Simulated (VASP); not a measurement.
# C (Pm-3m) in VASP: further runs

Runs on C. Level: LDA. Tasks: relaxation of cell and atoms.

Program: VASP 6.6.1. These are calculated values, not measurements. Logs are shortened: lines on timing, memory, paths and dates and some standing lists are left out, and cuts for length are marked.

## (1) The cell of the first run

Symmetry: Pm-3m, No. 221, cubic system. Conventional cell: a = 1.950 Å, b = 1.950 Å, c = 1.950 Å, α = 90.00°, β = 90.00°, γ = 90.00°. C (site symmetry m-3m) has 6 C at 1.95 Å within 2.6 Å.

## (2) Relaxation of cell and atoms, LDA, target pressure 10 GPa, at which the enthalpy is minimised

File INCAR:

```
SYSTEM = C
ALGO = Normal ; EDIFF = 1E-6
EDIFFG = -0.03 ; ENCUT = 600
GGA = CA ; IBRION = 2
ISIF = 3 ; ISMEAR = 1
LASPH = .True. ; LCHARG = .False.
LREAL = .False. ; LWAVE = .False.
NELM = 60 ; NSW = 80
PREC = Accurate ; PSTRESS = 100.0
SIGMA = 0.05
```

File KPOINTS:

```
k-points
0
Gamma
  12 12 12
  0 0 0
```

File POSCAR:

```
C
1.0
    1.9500000000      0.0000000000      0.0000000000
    0.0000000000      1.9500000000      0.0000000000
    0.0000000000      0.0000000000      1.9500000000
C
1
Direct
    0.0000000000      0.0000000000      0.0000000000
```

Potentials or basis: VASP PAW LDA potentials, release 64 (C).

Command:

```sh
$ cat potpaw_LDA.64/C/POTCAR > POTCAR
$ mpirun -np 1 vasp_std > vasp.out
```

OUTCAR:

```text
SYSTEM = C
   EDIFF = 1E-6
   EDIFFG = -0.03
   ENCUT = 600
   GGA = CA
   IBRION = 2
   ISIF = 3
   ISMEAR = 1
   LASPH = .True.
   LREAL = .False.
   NELM = 60
   NSW = 80
   PREC = Accurate
   PSTRESS = 100.0

 ion  position               nearest neighbor table
   1  0.000  0.000  0.000-

  LATTYP: Found a simple cubic cell.
 ALAT       =     1.9500000000

  Lattice vectors:

 A1 = (   1.9500000000,   0.0000000000,   0.0000000000)
 A2 = (   0.0000000000,   1.9500000000,   0.0000000000)
 A3 = (   0.0000000000,   0.0000000000,   1.9500000000)

Analysis of symmetry for initial positions (statically):
=====================================================================
 Subroutine PRICEL returns:
 Original cell was already a primitive cell.

 Routine SETGRP: Setting up the symmetry group for a
 simple cubic supercell.

 Subroutine GETGRP returns: Found 48 space group operations
 (whereof 48 operations were pure point group operations)
 out of a pool of 48 trial point group operations.

The static configuration has the point symmetry O_h .

Analysis of symmetry for dynamics (positions and initial velocities):
=====================================================================
 Subroutine PRICEL returns:
 Original cell was already a primitive cell.

 Routine SETGRP: Setting up the symmetry group for a
 simple cubic supercell.

 Subroutine GETGRP returns: Found 48 space group operations
 (whereof 48 operations were pure point group operations)
 out of a pool of 48 trial point group operations.

The dynamic configuration has the point symmetry O_h .

 Subroutine INISYM returns: Found 48 space group operations
 (whereof 48 operations are pure point group operations),
 and found     1 'primitive' translations

----------------------------------------------------------------------------------------

                                     Primitive cell

  volume of cell :       7.4149

  direct lattice vectors                    reciprocal lattice vectors
     1.950000000  0.000000000  0.000000000     0.512820513  0.000000000  0.000000000
     0.000000000  1.950000000  0.000000000     0.000000000  0.512820513  0.000000000
     0.000000000  0.000000000  1.950000000     0.000000000  0.000000000  0.512820513

  length of vectors
     1.950000000  1.950000000  1.950000000     0.512820513  0.512820513  0.512820513

  position of ions in fractional coordinates (direct lattice)
     0.000000000  0.000000000  0.000000000

  ion indices of the primitive-cell ions
   primitive index   ion index
                 1           1
[... 54 lines left out ...]
   k-points           NKPTS =     84   k-points in BZ     NKDIM =     84   number of bands    NBANDS=      6
   number of dos      NEDOS =    301   number of ions     NIONS =      1
   total plane-waves  NPLWV =   4096
   dimension x,y,z NGX =    16 NGY =   16 NGZ =   16
   dimension x,y,z NGXF=    32 NGYF=   32 NGZF=   32
   ions per type =               1
   NGX,Y,Z   is equivalent  to a cutoff of  13.64, 13.64, 13.64 a.u.
   NGXF,Y,Z  is equivalent  to a cutoff of  27.28, 27.28, 27.28 a.u.
 SYSTEM =  C
   PREC   = accura    normal or accurate (medium, high low for compatibility)
   ISTART =      0    job   : 0-new  1-cont  2-samecut
   ICHARG =      2    charge: 1-file 2-atom 10-const
   ISPIN  =      1    spin polarized calculation?
   LNONCOLLINEAR =      F non collinear calculations
   LSORBIT =      F    spin-orbit coupling
   LASPH  =      T    aspherical Exc in radial PAW
   ENCUT  =  600.0 eV  44.10 Ry    6.64 a.u.   3.89  3.89  3.89*2*pi/ulx,y,z
   NELM   =     60;   NELMIN=  2; NELMDL= -5     # of ELM steps
   EDIFF  = 0.1E-05   stopping-criterion for ELM
   LREAL  =      F    real-space projection
   EDIFFG = -.3E-01   stopping-criterion for IOM
   NSW    =     80    number of steps for IOM
   IBRION =      2    ionic relax: 0-MD 1-quasi-New 2-CG
   NFREE  =      1    steps in history (QN), initial steepest desc. (CG)
   ISIF   =      3    stress and relaxation
   ISYM   =      2    0-nonsym 1-usesym 2-fastsym
   POTIM  = 0.5000    time-step for ionic-motion
   TEBEG  =    0.0;   TEEND  =   0.0 temperature during run
   PSTRESS=  100.0 pullay stress
   NELECT =       4.0000    total number of electrons
   NUPDOWN=      -1.0000    fix difference up-down
   EMIN   =  10.00;   EMAX   =-10.00  energy-range for DOS
   EFERMI =   0.00;   METHOD = LEGACY
   ISMEAR =     1;   SIGMA  =   0.05  broadening in eV -4-tet -1-fermi 0-gaus
   EFERMI_NEDOS =   21; number of points for ismear=-14 and -15
   IALGO  =     38    algorithm
   IMIX   =      4    mixing-type and parameters
     AMIX     =   0.40;   BMIX     =  1.00
     AMIX_MAG =   1.60;   BMIX_MAG =  1.00
  volume/ion in A,a.u.               =       7.41        50.04
  Fermi-wavevector in a.u.,A,eV,Ry     =   1.332683  2.518406 24.164548  1.776044
  Thomas-Fermi vector in A             =   2.461599
   LORBIT       =      0    0 simple, 1 ext, 2 COOP (PROOUT), +10 PAW based schemes
   GGA     = CA    functional components
   LHFCALC =     F    Hartree Fock is set to
   AEXX    =    0.0000 exact exchange contribution
   IVDW    =     0    specifies the selected vdW correction
   LEPSILON=     F    determine dielectric tensor
   LRPA    =     F    only Hartree local field effects (RPA)
 conjugate gradient relaxation of ions
 non-spin polarized calculation
 Methfessel and Paxton  Order N= 1 SIGMA  =   0.05
  energy-cutoff  :      600.00
  volume of cell :        7.41
 maximum number of plane-waves:       280
 NGX is ok and might be reduce to    16
   NGX =  7   NGY =  7   NGZ =  7

--------------------------------------- Ionic step        1  -------------------------------------------

 number of electron       4.0000000 magnetization

 Free energy of the ion-electron system (eV)
  ---------------------------------------------------
  ext. energy  EPLUGINS =         0.00000000
  ---------------------------------------------------
  free energy    TOTEN  =        -6.97192122 eV

  energy without entropy =       -6.97173108  energy(sigma->0) =       -6.97185784

 E-fermi :   6.7089     XC(G=0): -12.6036

 val. band max:        6.6271330826   @ k =   0.4167   0.4167   0.3333
 cond. band min:       6.7165629212   @ k =   0.2500   0.2500   0.0833
 fundamental gap:      0.0894298386
 Fermi energy:         6.7089410528

 k-point     1 :       0.0000    0.0000    0.0000
  band No.  band energies     occupation
      1     -11.3040      2.00000
      2      13.9785      0.00000
      3      13.9785      0.00000
      4      13.9785      0.00000
      5      29.7504      0.00000
      6      29.7504      0.00000
[... 280 lines left out ...]
--------------------------------------- Ionic step        3  -------------------------------------------

 number of electron       4.0000000 magnetization

 Free energy of the ion-electron system (eV)
  ---------------------------------------------------
  ext. energy  EPLUGINS =         0.00000000
  ---------------------------------------------------
  free energy    TOTEN  =        -7.45785317 eV

  energy without entropy =       -7.45756981  energy(sigma->0) =       -7.45775871

 E-fermi :  11.7050     XC(G=0): -14.2558

 val. band max:       11.6956334754   @ k =   0.5000   0.4167   0.2500
 cond. band min:      11.7086318638   @ k =   0.4167   0.4167   0.0833
 fundamental gap:      0.0129983883
 Fermi energy:        11.7049774742

 k-point     1 :       0.0000    0.0000    0.0000
  band No.  band energies     occupation
      1     -11.0142      2.00000
      2      21.6269      0.00000
      3      21.6269      0.00000
      4      21.6269      0.00000
      5      38.1972      0.00000
      6      38.1972      0.00000
[... 239 lines left out ...]
  energy  without entropy=       -7.4575698077  energy(sigma->0) =       -7.45775871

  enthalpy is  TOTEN    =        -7.1310361036 eV   P V=        0.3268170633

 reached required accuracy - stopping structural energy minimisation
```

OSZICAR:

```text
N       E                     dE             d eps       ncg     rms          rms(c)
DAV:   1    -0.290617878980E+01   -0.29062E+01   -0.26718E+03  1050   0.734E+02
DAV:   2    -0.693453995740E+01   -0.40284E+01   -0.38011E+01  1332   0.543E+01
[... 18 lines left out ...]
DAV:   1    -0.751470673686E+01   -0.28068E+00   -0.39704E+00  1008   0.185E+01    0.173E+00
DAV:   2    -0.747452309694E+01    0.40184E-01   -0.25192E-02  1050   0.166E+00    0.927E-01
DAV:   3    -0.745798958438E+01    0.16534E-01   -0.27448E-02  1026   0.133E+00    0.982E-02
DAV:   4    -0.745794509445E+01    0.44490E-04   -0.68073E-05  1074   0.115E-01    0.855E-02
DAV:   5    -0.745785280652E+01    0.92288E-04   -0.21235E-05  1068   0.578E-02    0.427E-03
DAV:   6    -0.745785316690E+01   -0.36038E-06   -0.65631E-08   606   0.389E-03
   3 F= -.71310361E+01 E0= -.71309417E+01  d E =-.621915E+00
```

CONTCAR:

```text
C
   1.00000000000000
     1.7364879282422332   -0.0000000000000000    0.0000000000000000
     0.0000000000000000    1.7364879282422332    0.0000000000000000
    -0.0000000000000000    0.0000000000000000    1.7364879282422334
  C
     1
Direct
     0.0000000000000000    0.0000000000000000    0.0000000000000000

  0.00000000E+00  0.00000000E+00  0.00000000E+00
```

It took 7.2 s on 1 thread of AMD EPYC 7R13 (Zen 3), shared host; peak memory 0.08 GiB.

Results:

```
Free energy                                            : -7.4579 eV
Relaxed volume                                         : 5.24 Å³/atom
Relaxed cell                                           : a = 1.736 Å, b = 1.736 Å, c = 1.736 Å, α = 90.00°, β = 90.00°, γ = 90.00°
Space group after relaxing (to 0.05 Å)                 : Pm-3m (No. 221)
Energy change on relaxing (the enthalpy is what falls) : -485.9 meV/atom
Ionic steps                                            : 3
Pressure after relaxing                                : 9.5 GPa
Band gap on the k mesh                                 : zero (band 2 reaches 21.63 eV, above the bottom of band 3 at 9.77 eV)
```

Step by step:
```
step  energy change (eV)  largest force (eV/Å)  pressure (GPa)  volume (Å³)
   1              0.0000                0.0000          -60.67         7.41
   2             -0.2621                0.0000           89.14         4.43
   3             -0.4859                0.0000            9.47         5.24
```

Final structure:
```
C
1.0
     1.73649    0.00000    0.00000
     0.00000    1.73649    0.00000
     0.00000    0.00000    1.73649
C
1
Cartesian
  0.0000 0.0000 0.0000
```

Levels at points of the mesh, in eV from the Fermi level:
| k point | band 1 | band 2 | band 3 | band 4 | band 5 |
| --- | --- | --- | --- | --- | --- |
| (0.00, 0.00, 0.00) | -22.72 | 9.92 | 9.92 | 9.92 | 26.49 |
| (0.50, 0.00, 0.00) | -12.79 | -12.60 | 13.44 | 13.44 | 30.68 |
| (0.50, 0.50, 0.00) | -6.25 | -6.25 | -1.94 | 8.13 | 16.28 |
| (0.50, 0.50, 0.50) | -0.88 | -0.88 | -0.88 | 10.40 | 17.95 |

Caveat: the cell is relaxed towards a set pressure, so the enthalpy falls and the energy may rise; the volume moved by over 15 % at a fixed basis, so the end points are rough.

## (3) Relaxation of cell and atoms, LDA, target pressure 20 GPa, at which the enthalpy is minimised

File INCAR:

```
PREC = Accurate
ENCUT = 600
EDIFF = 1E-6
ISMEAR = 1
SIGMA = 0.05
LREAL = False
LASPH = True
NELM = 60
ALGO = Normal
ISIF = 3
LWAVE = False
LCHARG = False
IBRION = 2
NSW = 80
EDIFFG = -0.03
PSTRESS = 200.0
```

File KPOINTS:

```
Automatic mesh
0
Gamma
  12 12 12
```

POSCAR is that of step 2.

Potentials or basis: VASP PAW LDA potentials, release 64 (C).

Command:

```sh
$ cat potpaw_LDA.64/C/POTCAR > POTCAR
$ mpirun -np 1 vasp_std > vasp.out
```

Wall time 8.9 s (1 thread of AMD EPYC 7R13 (Zen 3), shared host); peak memory 0.07 GiB.

It converged, with:

| Quantity | Value |
| --- | --- |
| Free energy | -7.4437 eV |
| Relaxed volume | 5.08 Å³/atom |
| Relaxed cell | a = 1.719 Å, b = 1.719 Å, c = 1.719 Å, α = 90.00°, β = 90.00°, γ = 90.00° |
| Space group after relaxing (to 0.05 Å) | Pm-3m (No. 221) |
| Energy change on relaxing (the enthalpy is what falls) | -471.8 meV/atom |
| Ionic steps | 7 |
| Pressure after relaxing | 20.0 GPa |
| Band gap on the k mesh | zero (band 2 reaches 22.41 eV, above the bottom of band 3 at 10.48 eV) |

The path:
```
step  energy change (eV)  largest force (eV/Å)  pressure (GPa)  volume (Å³)
   1              0.0000                0.0000          -60.67         7.41
   2             -0.0017                0.0000          158.00         4.09
   3             -0.4777                0.0000           15.92         5.13
   4             -0.4734                0.0000           18.92         5.09
   5             -0.4681                0.0000           22.53         5.05
   6             -0.4750                0.0000           17.77         5.10
   7             -0.4718                0.0000           20.01         5.08
```

Final structure:
```
C
1.0
     1.71879    0.00000    0.00000
     0.00000    1.71879    0.00000
     0.00000    0.00000    1.71879
C
1
Cartesian
  0.0000 0.0000 1.7188
```

Levels at points of the mesh, in eV from the Fermi level:
| k point | band 1 | band 2 | band 3 | band 4 | band 5 |
| --- | --- | --- | --- | --- | --- |
| (0.00, 0.00, 0.00) | -23.27 | 10.12 | 10.12 | 10.12 | 26.75 |
| (0.50, 0.00, 0.00) | -13.26 | -12.84 | 13.77 | 13.77 | 31.20 |
| (0.50, 0.50, 0.00) | -6.53 | -6.53 | -1.81 | 7.98 | 16.72 |
| (0.50, 0.50, 0.50) | -0.99 | -0.99 | -0.99 | 11.06 | 18.01 |

Caveat: the cell is relaxed towards a set pressure, so the enthalpy falls and the energy may rise; the volume moved by over 15 % at a fixed basis, so the end points are rough.

## (4) Relaxation of cell and atoms, LDA, target pressure 30 GPa, at which the enthalpy is minimised

File INCAR:

```
SYSTEM = C
ALGO = Normal
EDIFF = 1E-7
EDIFFG = -0.03
ENCUT = 600
GGA = CA
IBRION = 2
ISIF = 3
ISMEAR = 1
LASPH = .True.
LCHARG = .False.
LREAL = .False.
LWAVE = .False.
NELM = 100
NSW = 80
PREC = Accurate
PSTRESS = 300.0
SIGMA = 0.05
```

File KPOINTS:

```
k-points
0
Gamma
  12 12 12
  0 0 0
```

POSCAR is that of step 3.

Command:

```sh
$ cat potpaw_LDA.64/C/POTCAR > POTCAR
$ mpirun -np 1 vasp_std > vasp.out
```

It took 12 s on 1 thread of AMD EPYC 7R13 (Zen 3), shared host; peak memory 0.08 GiB.

Results (log left out):

```
Free energy                                            : -7.4268 eV
Relaxed volume                                         : 4.97 Å³/atom
Relaxed cell                                           : a = 1.706 Å, b = 1.706 Å, c = 1.706 Å, α = 90.00°, β = 90.00°, γ = 90.00°
Space group after relaxing (to 0.05 Å)                 : Pm-3m (No. 221)
Energy change on relaxing (the enthalpy is what falls) : -454.8 meV/atom
Ionic steps                                            : 7
Pressure after relaxing                                : 30.0 GPa
Band gap on the k mesh                                 : zero (band 2 reaches 22.97 eV, above the bottom of band 3 at 10.99 eV)
```

The path:
```tsv
step	energy change (eV)	largest force (eV/Å)	pressure (GPa)	volume (Å³)
1	0.0000	0.0000	-60.70	7.41
2	0.4074	0.0000	249.59	3.76
3	-0.4681	0.0000	22.50	5.05
4	-0.4583	0.0000	28.30	4.99
5	-0.4504	0.0000	32.12	4.95
6	-0.4586	0.0000	28.13	4.99
7	-0.4548	0.0000	30.01	4.97
```

Final structure:
```yaml
crystal:
  lattice:
    - [1.70644, 0.00000, 0.00000]
    - [0.00000, 1.70644, 0.00000]
    - [0.00000, 0.00000, 1.70644]
  atoms:
    - { symbol: C, position: [0.00000, 0.00000, 0.00000] }
```

Levels at points of the mesh, in eV from the Fermi level:
| k point | band 1 | band 2 | band 3 | band 4 | band 5 |
| --- | --- | --- | --- | --- | --- |
| (0.00, 0.00, 0.00) | -23.64 | 10.29 | 10.29 | 10.29 | 26.97 |
| (0.50, 0.00, 0.00) | -13.57 | -12.98 | 14.04 | 14.04 | 31.59 |
| (0.50, 0.50, 0.00) | -6.70 | -6.70 | -1.69 | 7.89 | 17.06 |
| (0.50, 0.50, 0.50) | -1.04 | -1.04 | -1.04 | 11.56 | 18.08 |

Caveat: the cell is relaxed towards a set pressure, so the enthalpy falls and the energy may rise; the volume moved by over 15 % at a fixed basis, so the end points are rough.

## (5) Overview

| cell | gap on the mesh (eV) | pressure (GPa) |
| --- | --- | --- |
| relaxed to 10 GPa | none | 9.5 |
| relaxed to 20 GPa | none | 20.0 |
| relaxed to 30 GPa | none | 30.0 |

Alike in all rows: task relaxation of cell and atoms; level LDA; potentials or basis VASP PAW LDA potentials, release 64 (C); no spin polarisation; k mesh 12 × 12 × 12; cutoff (eV) 600; smearing methfessel-paxton 0.05 eV.

Caveats: the cell is relaxed towards a set pressure, so the enthalpy falls and the energy may rise; the volume moved by over 15 % at a fixed basis, so the end points are rough.

Absolute energies hang on the potentials; compare differences alone.
